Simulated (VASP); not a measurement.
# Pt (Fm-3m) in VASP: a series of runs

The runs below take Pt through single point, relaxation of cell and atoms, with LDA.

All numbers are computed with VASP 6.6.1; they aren't measurements. Logs are shortened: lines on timing, memory, paths and dates and some standing lists are left out, and cuts for length are marked.

## (1) The cell of the first run

Symmetry: Fm-3m, No. 225, cubic system. The conventional cell has a = 3.732 Å, b = 3.732 Å, c = 3.732 Å, α = 90.00°, β = 90.00°, γ = 90.00°. Within 3.5 Å of Pt (site symmetry m-3m) lie 12 Pt at 2.64 Å.

## (2) Single point, LDA (volume scaled by 0.88)

INCAR reads:

```
SYSTEM = Pt
PREC = Accurate
ENCUT = 520
EDIFF = 1E-6
ISMEAR = -1
SIGMA = 0.1
LREAL = .False.
LASPH = .True.
NELM = 60
ALGO = Normal
ISIF = 2
LWAVE = .False.
LCHARG = .False.
NBANDS = 11
```

KPOINTS reads:

```
regular mesh
0
Gamma
  23 23 23
  0 0 0
```

POSCAR reads:

```
Pt
1.0
    0.0000000000      1.8661911525      1.8661911525
    1.8661911525      0.0000000000      1.8661911525
    1.8661911525      1.8661911525      0.0000000000
Pt
1
Direct
    0.0000000000      0.0000000000      0.0000000000
```

Potentials or basis: VASP PAW LDA potentials, release 64 (Pt).

Run with:

```sh
cat potpaw_LDA.64/Pt/POTCAR > POTCAR
mpirun -np 1 vasp_std > vasp.out
```

OUTCAR:

```text
SYSTEM = Pt
   PREC = Accurate
   ENCUT = 520
   EDIFF = 1E-6
   ISMEAR = -1
   LREAL = .False.
   LASPH = .True.
   NELM = 60
   ISIF = 2

 ion  position               nearest neighbor table
   1  0.000  0.000  0.000-

  LATTYP: Found a face centered cubic cell.
 ALAT       =     3.7323823050

  Lattice vectors:

 A1 = (   0.0000000000,   1.8661911525,   1.8661911525)
 A2 = (   1.8661911525,   0.0000000000,   1.8661911525)
 A3 = (   1.8661911525,   1.8661911525,   0.0000000000)

Analysis of symmetry for initial positions (statically):
=====================================================================
 Subroutine PRICEL returns:
 Original cell was already a primitive cell.

 Routine SETGRP: Setting up the symmetry group for a
 face centered cubic supercell.

 Subroutine GETGRP returns: Found 48 space group operations
 (whereof 48 operations were pure point group operations)
 out of a pool of 48 trial point group operations.

The static configuration has the point symmetry O_h .

Analysis of symmetry for dynamics (positions and initial velocities):
=====================================================================
 Subroutine PRICEL returns:
 Original cell was already a primitive cell.

 Routine SETGRP: Setting up the symmetry group for a
 face centered cubic supercell.

 Subroutine GETGRP returns: Found 48 space group operations
 (whereof 48 operations were pure point group operations)
 out of a pool of 48 trial point group operations.

The dynamic configuration has the point symmetry O_h .

 Subroutine INISYM returns: Found 48 space group operations
 (whereof 48 operations are pure point group operations),
 and found     1 'primitive' translations

----------------------------------------------------------------------------------------

                                     Primitive cell

  volume of cell :      12.9987

  direct lattice vectors                    reciprocal lattice vectors
     0.000000000  1.866191152  1.866191152    -0.267925394  0.267925394  0.267925394
     1.866191152  0.000000000  1.866191152     0.267925394 -0.267925394  0.267925394
     1.866191152  1.866191152  0.000000000     0.267925394  0.267925394 -0.267925394

  length of vectors
     2.639192838  2.639192838  2.639192838     0.464060395  0.464060395  0.464060395

  position of ions in fractional coordinates (direct lattice)
     0.000000000  0.000000000  0.000000000

  ion indices of the primitive-cell ions
   primitive index   ion index
                 1           1

----------------------------------------------------------------------------------------

 KPOINTS: regular mesh

Automatic generation of k-mesh.
 Grid dimensions read from file:
 generate k-points for:   23   23   23

 Generating k-lattice:

  Cartesian coordinates                     Fractional coordinates (reciprocal lattice)
    -0.011648930  0.011648930  0.011648930     0.043478261  0.000000000  0.000000000
     0.011648930 -0.011648930  0.011648930     0.000000000  0.043478261  0.000000000
     0.011648930  0.011648930 -0.011648930     0.000000000  0.000000000  0.043478261

  Length of vectors
     0.020176539  0.020176539  0.020176539

  Shift w.r.t. Gamma in fractional coordinates (k-lattice)
     0.000000000  0.000000000  0.000000000

 Subroutine IBZKPT returns following result:
 ===========================================

 Found    364 irreducible k-points:

 Following reciprocal coordinates:
            Coordinates               Weight
  0.000000  0.000000  0.000000      1.000000
  0.043478  0.000000  0.000000      8.000000
  0.086957  0.000000  0.000000      8.000000
  0.130435  0.000000  0.000000      8.000000
  0.173913  0.000000  0.000000      8.000000
  0.217391  0.000000  0.000000      8.000000
[... 16 lines left out ...]
  0.478261  0.043478  0.000000     24.000000
 -0.478261  0.043478  0.000000     24.000000
 [... further k-points ...]
   k-points           NKPTS =    364   k-points in BZ     NKDIM =    364   number of bands    NBANDS=     11
   number of dos      NEDOS =    301   number of ions     NIONS =      1
   total plane-waves  NPLWV =   8000
   dimension x,y,z NGX =    20 NGY =   20 NGZ =   20
   dimension x,y,z NGXF=    40 NGYF=   40 NGZF=   40
   ions per type =               1
   NGX,Y,Z   is equivalent  to a cutoff of  12.60, 12.60, 12.60 a.u.
   NGXF,Y,Z  is equivalent  to a cutoff of  25.20, 25.20, 25.20 a.u.
 SYSTEM =  Pt
   PREC   = accura    normal or accurate (medium, high low for compatibility)
   ISTART =      0    job   : 0-new  1-cont  2-samecut
   ICHARG =      2    charge: 1-file 2-atom 10-const
   ISPIN  =      1    spin polarized calculation?
   LNONCOLLINEAR =      F non collinear calculations
   LSORBIT =      F    spin-orbit coupling
   LASPH  =      T    aspherical Exc in radial PAW
   ENCUT  =  520.0 eV  38.22 Ry    6.18 a.u.   4.91  4.91  4.91*2*pi/ulx,y,z
   NELM   =     60;   NELMIN=  2; NELMDL= -5     # of ELM steps
   EDIFF  = 0.1E-05   stopping-criterion for ELM
   LREAL  =      F    real-space projection
   EDIFFG = 0.1E-04   stopping-criterion for IOM
   NSW    =      0    number of steps for IOM
   IBRION =     -1    ionic relax: 0-MD 1-quasi-New 2-CG
   NFREE  =      0    steps in history (QN), initial steepest desc. (CG)
   ISIF   =      2    stress and relaxation
   ISYM   =      2    0-nonsym 1-usesym 2-fastsym
   POTIM  = 0.5000    time-step for ionic-motion
   TEBEG  =    0.0;   TEEND  =   0.0 temperature during run
   PSTRESS=    0.0 pullay stress
   NELECT =      10.0000    total number of electrons
   NUPDOWN=      -1.0000    fix difference up-down
   EMIN   =  10.00;   EMAX   =-10.00  energy-range for DOS
   EFERMI =   0.00;   METHOD = LEGACY
   ISMEAR =    -1;   SIGMA  =   0.10  broadening in eV -4-tet -1-fermi 0-gaus
   EFERMI_NEDOS =   21; number of points for ismear=-14 and -15
   IALGO  =     38    algorithm
   IMIX   =      4    mixing-type and parameters
     AMIX     =   0.40;   BMIX     =  1.00
     AMIX_MAG =   1.60;   BMIX_MAG =  1.00
  volume/ion in A,a.u.               =      13.00        87.72
  Fermi-wavevector in a.u.,A,eV,Ry     =   1.500060  2.834703 30.615568  2.250181
  Thomas-Fermi vector in A             =   2.611610
   LORBIT       =      0    0 simple, 1 ext, 2 COOP (PROOUT), +10 PAW based schemes
   GGA     = CA    functional components
   LHFCALC =     F    Hartree Fock is set to
   AEXX    =    0.0000 exact exchange contribution
   IVDW    =     0    specifies the selected vdW correction
   LEPSILON=     F    determine dielectric tensor
   LRPA    =     F    only Hartree local field effects (RPA)
 non-spin polarized calculation
  energy-cutoff  :      520.00
  volume of cell :       13.00
 maximum number of plane-waves:       360
   NGX =  9   NGY =  9   NGZ =  9

 number of electron      10.0000000 magnetization

 Free energy of the ion-electron system (eV)
  ---------------------------------------------------
  ext. energy  EPLUGINS =         0.00000000
  ---------------------------------------------------
  free energy    TOTEN  =        -7.25329076 eV

  energy without entropy =       -7.20856600  energy(sigma->0) =       -7.23092838

 E-fermi :  14.3075     XC(G=0): -14.5622

 val. band max:       14.3038162267   @ k =  -0.4783   0.0870   0.0435
 cond. band min:      14.3116998172   @ k =  -0.4783   0.1304   0.0435
 fundamental gap:      0.0078835905
 Fermi energy:        14.3075440587

 k-point     1 :       0.0000    0.0000    0.0000
  band No.  band energies     occupation
      1       2.2641      2.00000
      2       9.4401      2.00000
      3       9.4401      2.00000
      4       9.4401      2.00000
      5      12.2286      2.00000
      6      12.2286      2.00000
      7      28.3189      0.00000
      8      34.1134      0.00000
      9      34.1134      0.00000
     10      34.1134      0.00000
     11      40.1390      0.00000

 k-point     2 :       0.0435    0.0000    0.0000
  band No.  band energies     occupation
      1       2.3534      2.00000
      2       9.3939      2.00000
      3       9.4786      2.00000
      4       9.4786      2.00000
      5      12.2033      2.00000
      6      12.2033      2.00000
      7      28.4738      0.00000
      8      33.6792      0.00000
      9      34.2633      0.00000
     10      34.2633      0.00000
     11      40.6723      0.00000

 k-point     3 :       0.0870    0.0000    0.0000
  band No.  band energies     occupation
      1       2.6155      2.00000
      2       9.2681      2.00000
      3       9.5854      2.00000
      4       9.5854      2.00000
      5      12.1397      2.00000
      6      12.1397      2.00000
      7      28.9161      0.00000
      8      32.6832      0.00000
      9      34.7058      0.00000
     10      34.7058      0.00000
     11      41.8773      0.00000

 k-point     4 :       0.1304    0.0000    0.0000
  band No.  band energies     occupation
      1       3.0315      2.00000
      2       9.1006      2.00000
      3       9.7324      2.00000
      4       9.7324      2.00000
      5      12.0754      2.00000
      6      12.0754      2.00000
      7      29.5673      0.00000
      8      31.5171      0.00000
      9      35.4201      0.00000
     10      35.4201      0.00000
     11      42.4824      0.00000
[... 239 lines left out ...]
 k-point    22 :       0.4348    0.0435    0.0000
  band No.  band energies     occupation
      1       5.3087      2.00000
      2       9.3548      2.00000
      3       9.5112      2.00000
      4      11.7720      2.00000
      5      14.2174      1.42249
      6      14.2800      1.13697
      7      22.7558      0.00000
      8      28.4870      0.00000
      9      34.4741      0.00000
     10      35.0494      0.00000
     11      43.7456      0.00000

 k-point    23 :       0.4783    0.0435    0.0000
  band No.  band energies     occupation
      1       5.2924      2.00000
      2       9.2918      2.00000
      3       9.4361      2.00000
      4      12.4643      2.00000
      5      14.3762      0.66958
      6      14.7622      0.02099
      7      21.6864      0.00000
      8      28.1783      0.00000
      9      34.0808      0.00000
     10      34.2860      0.00000
     11      44.8034      0.00000

 k-point    24 :      -0.4783    0.0435    0.0000
  band No.  band energies     occupation
      1       5.2870      2.00000
      2       9.2827      2.00000
      3       9.4095      2.00000
      4      12.6785      2.00000
      5      14.3434      0.82246
      6      14.9648      0.00279
      7      21.3741      0.00000
      8      28.1028      0.00000
      9      33.9375      0.00000
     10      34.1332      0.00000
     11      45.2405      0.00000

 [... further k-points ...]
[... 5 lines left out ...]
  --------------------------------------------------------------------------------------
  -------------------------------------------------------------------------------------
  Total        4.5743499      4.5743499      4.5743499      0.0000000      0.0000000      0.0000000
  in kB      563.8214448    563.8214448    563.8214448      0.0000000      0.0000000      0.0000000
  external PRESSURE =     563.8214448 kB  Pullay stress =       0.0000000 kB

 VOLUME and BASIS-vectors are now :
 -----------------------------------------------------------------------------
  energy-cutoff  :      520.00
  volume of cell :       13.00
      direct lattice vectors                 reciprocal lattice vectors
     0.000000000  1.866191152  1.866191152    -0.267925394  0.267925394  0.267925394
     1.866191152  0.000000000  1.866191152     0.267925394 -0.267925394  0.267925394
     1.866191152  1.866191152  0.000000000     0.267925394  0.267925394 -0.267925394

 POSITION                                       TOTAL-FORCE (eV/Angst)
 -----------------------------------------------------------------------------------
      0.00000      0.00000      0.00000        -0.000000     -0.000000     -0.000000
 -----------------------------------------------------------------------------------
    total drift:                                0.000000     -0.000000     -0.000000

  FREE ENERGIE OF THE ION-ELECTRON SYSTEM (eV)
  ---------------------------------------------------
  free  energy   TOTEN  =        -7.2532907614 eV

  energy  without entropy=       -7.2085659981  energy(sigma->0) =       -7.23092838
```

Run time: 24 s. Hardware: 1 thread of Intel Xeon Platinum 8488C (Sapphire Rapids), shared host; peak memory 0.16 GiB.

What came out:

| Quantity | Value |
| --- | --- |
| Free energy | -7.2533 eV |
| Pressure | 56.4 GPa |
| Band gap on the k mesh | zero (band 5 reaches 14.94 eV, above the bottom of band 6 at 12.07 eV) |

Caveat: the cell differs from its parent crystal (volume scaled by 0.88); spin-orbit coupling is left out, which moves the levels of the heavy elements.

## (3) Relaxation of cell and atoms, LDA

This run uses another cell than the first one, of 15.09 Å³/atom, 1.161 times its volume.

INCAR reads:

```
  PREC = Accurate
  ENCUT = 600
  EDIFF = 1E-6
  ISMEAR = -1
  SIGMA = 0.1
  LREAL = False
  LASPH = True
  NELM = 60
  ALGO = Normal
  ISIF = 3
  LWAVE = False
  LCHARG = False
  GGA = CA
  IBRION = 2
  NSW = 80
  EDIFFG = -0.01
```

KPOINTS reads:

```
Automatic mesh
0
Gamma
  14 14 14
```

POSCAR reads:

```
Pt
1.0
    0.0000000000      1.9615500000      1.9615500000
    1.9615500000      0.0000000000      1.9615500000
    1.9615500000      1.9615500000      0.0000000000
Pt
1
Direct
    0.0000000000      0.0000000000      0.0000000000
```

Potentials or basis: VASP PAW LDA potentials, release 64 (Pt).

Run with:

```sh
cat potpaw_LDA.64/Pt/POTCAR > POTCAR
mpirun -np 1 vasp_std > vasp.out
```

Wall time 19 s (1 thread of Intel Xeon Platinum 8488C (Sapphire Rapids), shared host); peak memory 0.16 GiB.

The run converged. Its results:

```yaml
Free_energy: -7.5395 eV
Relaxed_volume: 14.81 Å³/atom
Relaxed_cell: a = 2.757 Å, b = 2.757 Å, c = 2.757 Å, α = 60.00°, β = 60.00°, γ = 60.00°
Space_group_after_relaxing_to_0.05_Å: Fm-3m (No. 225)
Energy_gained_by_relaxing: 4.9 meV/atom
Ionic_steps: 4
Pressure_after_relaxing: 0.0 GPa
Band_gap_on_the_k_mesh: zero (band 5 reaches 12.01 eV, above the bottom of band 6 at 9.70 eV)
```

Step by step:
| step | energy change (eV) | largest force (eV/Å) | pressure (GPa) | volume (Å³) |
| --- | --- | --- | --- | --- |
| 1 | 0.0000 | 0.0000 | -5.45 | 15.09 |
| 2 | 0.0432 | 0.0000 | 20.09 | 14.00 |
| 3 | -0.0049 | 0.0000 | -0.13 | 14.82 |
| 4 | -0.0049 | 0.0000 | -0.01 | 14.81 |

Final structure:
```
CELL_PARAMETERS angstrom
0.00000 1.94933 1.94933
1.94933 0.00000 1.94933
1.94933 1.94933 0.00000
ATOMIC_POSITIONS crystal
Pt 0.00000 0.00000 0.00000
```

Levels at points of the mesh, in eV from the Fermi level:
```csv
k point,band 3,band 4,band 5,band 6,band 7,band 8
"(0.00, 0.00, 0.00)",-3.93,-3.93,-1.68,-1.68,14.56,19.59
"(0.50, 0.00, 0.00)",-3.99,-0.56,0.05,0.05,5.96,14.14
"(0.50, 0.50, 0.00)",0.03,0.51,0.51,1.72,9.06,11.39
```

Caveat: spin-orbit coupling is left out, which moves the levels of the heavy elements.

[end of part 1 of 2]
